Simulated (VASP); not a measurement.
Write the native input for VASP 6.6.1 that does the following.

* Task: relaxation of cell and atoms
* Functional: LDA
* Potentials or basis: VASP PAW LDA potentials, release 64 (La, Bi_d)
* Cutoff: 600 eV
* k mesh: 9 × 9 × 9
* Occupations: fermi-dirac, width 0.1 eV
* Spin: no spin polarisation
* Dipole correction: no
* Further INCAR settings: ALGO = Normal; EDIFF = 1e-06; IBRION = 2; EDIFFG = -0.01; NSW = 80; ISIF = 3

The structure of LaBi lies in POSCAR:

```
LaBi
1.0
    0.0000000000      3.2825000000      3.2825000000
    3.2825000000      0.0000000000      3.2825000000
    3.2825000000      3.2825000000      0.0000000000
La Bi
1 1
Direct
    0.0000000000      0.0000000000      0.0000000000
    0.5000000000      0.5000000000      0.5000000000
```

The input as run:

INCAR

```
SYSTEM = LaBi
  PREC = Accurate
  ENCUT = 600
  EDIFF = 1E-6
  ISMEAR = -1
  SIGMA = 0.1
  LREAL = .FALSE.
  LASPH = .TRUE.
  NELM = 60
  ALGO = Normal
  ISIF = 3
  LWAVE = .FALSE.
  LCHARG = .FALSE.
  IBRION = 2
  NSW = 80
  EDIFFG = -0.01
```

KPOINTS

```
Automatic mesh
0
G
  9 9 9
  0 0 0
```

Potentials or basis: VASP PAW LDA potentials, release 64 (La, Bi_d).

The run is started by

```sh
$ cat potpaw_LDA.64/La/POTCAR potpaw_LDA.64/Bi_d/POTCAR > POTCAR
$ mpirun -np 1 vasp_std > vasp.out
```

Results of the run:

```json
{
 "Relaxed volume": "34.39 Å³/atom",
 "Relaxed cell": "a = 4.599 Å, b = 4.599 Å, c = 4.599 Å, α = 60.00°, β = 60.00°, γ = 60.00°",
 "Space group after relaxing (to 0.05 Å)": "Fm-3m (No. 225)",
 "Energy gained by relaxing": "4.7 meV/atom",
 "Ionic steps": "3",
 "Pressure after relaxing": "0.0 GPa",
 "Band gap on the k mesh": "zero (band 13 reaches 7.24 eV, above the bottom of band 14 at 6.73 eV)"
}
```

Caveat: spin-orbit coupling is left out, which moves the levels of the heavy elements.

Wall time 96 s on 1 thread of AMD EPYC 9R45 96-Core Processor (Zen 5), on a shared host, peak memory 0.22 GiB.
